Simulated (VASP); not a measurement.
# Fe (Im-3m) in VASP: single point with LDA

Aim: the single point of Fe with LDA.

Program: VASP 6.6.1. These are calculated values, not measurements. Logs are shortened: lines on timing, memory, paths and dates and some standing lists are left out, and cuts for length are marked.

### 1 The cell of the first run

Symmetry: Im-3m, No. 229, cubic system. The conventional cell has a = 2.428 Å, b = 2.428 Å, c = 2.428 Å, α = 90.00°, β = 90.00°, γ = 90.00°. Fe (site symmetry m-3m) has 14 Fe at 2.10 to 2.43 Å within 2.8 Å.

### 2 Single point, LDA, collinear spin, ferromagnetic start

Input file INCAR:

```
SYSTEM = Fe
  PREC = Accurate
  ENCUT = 520
  EDIFF = 1E-6
  ISMEAR = -1
  SIGMA = 0.05
  LREAL = .False.
  LASPH = .True.
  NELM = 150
  ALGO = Normal
  ISIF = 2
  LWAVE = .False.
  LCHARG = .True.
  ISPIN = 2
  MAGMOM = 2.5
  LORBIT = 11
  LMAXMIX = 4
  GGA = CA
  LELF = .True.
  LVHAR = .True.
  NBANDS = 14
```

Input file KPOINTS:

```
Automatic mesh
0
Gamma
  22 22 22
  0 0 0
```

Input file POSCAR:

```
Fe
1.0
   -1.2138751221      1.2138751221      1.2138751221
    1.2138751221     -1.2138751221      1.2138751221
    1.2138751221      1.2138751221     -1.2138751221
Fe
1
Direct
    0.0000000000      0.0000000000      0.0000000000
```

Potentials or basis: VASP PAW LDA potentials, release 64 (Fe).

Started as:

```bash
$ cat potpaw_LDA.64/Fe/POTCAR > POTCAR
$ mpirun -np 1 vasp_std > vasp.out
```

OUTCAR:

```text
SYSTEM = Fe
   PREC = Accurate
   ENCUT = 520
   EDIFF = 1E-6
   ISMEAR = -1
   LREAL = .False.
   LASPH = .True.
   NELM = 150
   ISIF = 2
   ISPIN = 2
   LORBIT = 11
   GGA = CA

 ion  position               nearest neighbor table
   1  0.000  0.000  0.000-

  LATTYP: Found a body centered cubic cell.
 ALAT       =     2.4277502442

  Lattice vectors:

 A1 = (  -1.2138751221,   1.2138751221,   1.2138751221)
 A2 = (   1.2138751221,  -1.2138751221,   1.2138751221)
 A3 = (   1.2138751221,   1.2138751221,  -1.2138751221)

Analysis of symmetry for initial positions (statically):
=====================================================================
 Subroutine PRICEL returns:
 Original cell was already a primitive cell.

 Routine SETGRP: Setting up the symmetry group for a
 body centered cubic supercell.

 Subroutine GETGRP returns: Found 48 space group operations
 (whereof 48 operations were pure point group operations)
 out of a pool of 48 trial point group operations.

The static configuration has the point symmetry O_h .

Analysis of symmetry for dynamics (positions and initial velocities):
=====================================================================
 Subroutine PRICEL returns:
 Original cell was already a primitive cell.

 Routine SETGRP: Setting up the symmetry group for a
 body centered cubic supercell.

 Subroutine GETGRP returns: Found 48 space group operations
 (whereof 48 operations were pure point group operations)
 out of a pool of 48 trial point group operations.

The dynamic configuration has the point symmetry O_h .

Analysis of structural, dynamic, and magnetic symmetry:
=====================================================================
 Subroutine PRICEL returns:
 Original cell was already a primitive cell.

 Routine SETGRP: Setting up the symmetry group for a
 body centered cubic supercell.

 Subroutine GETGRP returns: Found 48 space group operations
 (whereof 48 operations were pure point group operations)
 out of a pool of 48 trial point group operations.

The overall configuration has the point symmetry O_h .

 Subroutine INISYM returns: Found 48 space group operations
 (whereof 48 operations are pure point group operations),
 and found     1 'primitive' translations

----------------------------------------------------------------------------------------

                                     Primitive cell

  volume of cell :       7.1545

  direct lattice vectors                    reciprocal lattice vectors
    -1.213875122  1.213875122  1.213875122     0.000000000  0.411903985  0.411903985
     1.213875122 -1.213875122  1.213875122     0.411903985  0.000000000  0.411903985
     1.213875122  1.213875122 -1.213875122     0.411903985  0.411903985  0.000000000
[... 124 lines left out ...]
  ---------------------------------------------------
  free energy    TOTEN  =        -7.69784894 eV

  energy without entropy =       -7.68286149  energy(sigma->0) =       -7.69035521

 E-fermi :  11.9301     XC(G=0): -16.2279

 val. band max:       11.9296785523   @ k =   0.3182   0.0000   0.0000
 cond. band min:      11.9305974713   @ k =   0.2727   0.1364   0.1364
 fundamental gap:      0.0009189189
 Fermi energy:        11.9301275248

 spin component 1

 k-point     1 :       0.0000    0.0000    0.0000
  band No.  band energies     occupation
      1       0.8266      1.00000
      2       8.7402      1.00000
      3       8.7402      1.00000
      4       8.7402      1.00000
      5      11.6322      0.99742
      6      11.6322      0.99742
      7      41.4125      0.00000
      8      41.4125      0.00000
      9      41.4125      0.00000
     10      50.5808      0.00000
     11      50.5808      0.00000
     12      56.6224      0.00000
     13      56.6224      0.00000
     14      56.6224      0.00000
[... 379 lines left out ...]
      3       8.2380      1.00000
      4      10.5193      1.00000
      5      10.9865      1.00000
      6      11.8440      0.84840
      7      36.7492      0.00000
      8      38.6867      0.00000
      9      42.8415      0.00000
     10      47.5016      0.00000
     11      49.7284      0.00000
     12      53.3170      0.00000
     13      56.3142      0.00000
     14      58.0597      0.00000

 [... further k-points ...]

 spin component 2

 k-point     1 :       0.0000    0.0000    0.0000
  band No.  band energies     occupation
      1       0.8819      1.00000
      2       8.9034      1.00000
      3       8.9034      1.00000
      4       8.9034      1.00000
      5      11.8890      0.69484
      6      11.8890      0.69484
      7      41.4441      0.00000
      8      41.4441      0.00000
      9      41.4441      0.00000
     10      50.6598      0.00000
     11      50.6598      0.00000
     12      56.7151      0.00000
     13      56.7151      0.00000
     14      56.7151      0.00000
[... 379 lines left out ...]
      3       8.3975      1.00000
      4      10.6890      1.00000
      5      11.2261      1.00000
      6      12.1013      0.03160
      7      36.8360      0.00000
      8      38.7570      0.00000
      9      42.8844      0.00000
     10      47.6001      0.00000
     11      49.7969      0.00000
     12      53.4188      0.00000
     13      56.3841      0.00000
     14      58.1576      0.00000

 [... further k-points ...]

------------------------ aborting loop because EDIFF is reached ----------------------------------------

  FORCE on cell =-STRESS in cart. coord.  units (eV):
  Direction    XX          YY          ZZ          XY          YZ          ZX
  --------------------------------------------------------------------------------------
  -------------------------------------------------------------------------------------
  Total        9.3363272      9.3363272      9.3363272      0.0000000      0.0000000     -0.0000000
  in kB     2090.7621149   2090.7621149   2090.7621149      0.0000000      0.0000000     -0.0000000
  external PRESSURE =    2090.7621149 kB  Pullay stress =       0.0000000 kB

 VOLUME and BASIS-vectors are now :
 -----------------------------------------------------------------------------
  energy-cutoff  :      520.00
  volume of cell :        7.15
      direct lattice vectors                 reciprocal lattice vectors
    -1.213875122  1.213875122  1.213875122     0.000000000  0.411903985  0.411903985
     1.213875122 -1.213875122  1.213875122     0.411903985  0.000000000  0.411903985
     1.213875122  1.213875122 -1.213875122     0.411903985  0.411903985  0.000000000

 POSITION                                       TOTAL-FORCE (eV/Angst)
 -----------------------------------------------------------------------------------
      0.00000      0.00000      0.00000         0.000000      0.000000      0.000000
 -----------------------------------------------------------------------------------
    total drift:                                0.000000      0.000000     -0.000000

  FREE ENERGIE OF THE ION-ELECTRON SYSTEM (eV)
  ---------------------------------------------------
  free  energy   TOTEN  =        -7.6978489373 eV

  energy  without entropy=       -7.6828614915  energy(sigma->0) =       -7.69035521

 total charge

# of ion       s       p       d       tot
------------------------------------------
    1        0.740   1.059   6.930   8.729

 magnetization (x)

# of ion       s       p       d       tot
------------------------------------------
    1       -0.002  -0.006   0.211   0.203
```

OSZICAR:

```text
N       E                     dE             d eps       ncg     rms          rms(c)
DAV:   1     0.226120418353E+02    0.22612E+02   -0.38153E+03 20822   0.818E+02
DAV:   2    -0.755477530971E+01   -0.30167E+02   -0.28176E+02 20324   0.143E+02
DAV:   3    -0.829177362492E+01   -0.73700E+00   -0.73315E+00 23330   0.222E+01
[... 14 lines left out ...]
DAV:  18    -0.769783194705E+01   -0.12077E-04   -0.37885E-05 28610   0.692E-02    0.103E-02
DAV:  19    -0.769784066660E+01   -0.87196E-05   -0.42153E-05 24698   0.750E-02    0.772E-03
DAV:  20    -0.769784570039E+01   -0.50338E-05   -0.35306E-05 24938   0.686E-02    0.486E-03
DAV:  21    -0.769784839856E+01   -0.26982E-05   -0.36967E-05 24728   0.703E-02    0.338E-03
DAV:  22    -0.769784893734E+01   -0.53878E-06   -0.49793E-06 19986   0.256E-02
   1 F= -.76978489E+01 E0= -.76903552E+01  d E =-.149874E-01  mag=     0.2097
```

stdout:

```text
POSCAR found type information on POSCAR Fe
 POSCAR found :  1 types and       1 ions
 scaLAPACK will be used
 LDA part: xc-table for (Slater(with rela. corr.)+CA(PZ))
 , standard interpolation
 POSCAR, INCAR and KPOINTS ok, starting setup
 FFT: planning ... GRIDC
 FFT: planning ... GRID_SOFT
 FFT: planning ... GRID
 WAVECAR not read
 entering main loop
```

It took 27 s on 1 thread of Intel Xeon 6975P-C (Granite Rapids), shared host; peak memory 0.16 GiB.

What came out:

```yaml
Free_energy: -7.6978 eV
Pressure: 209.1 GPa
Net_moment: 0.21 μB per cell
Site_moments: Fe +0.20 μB
```
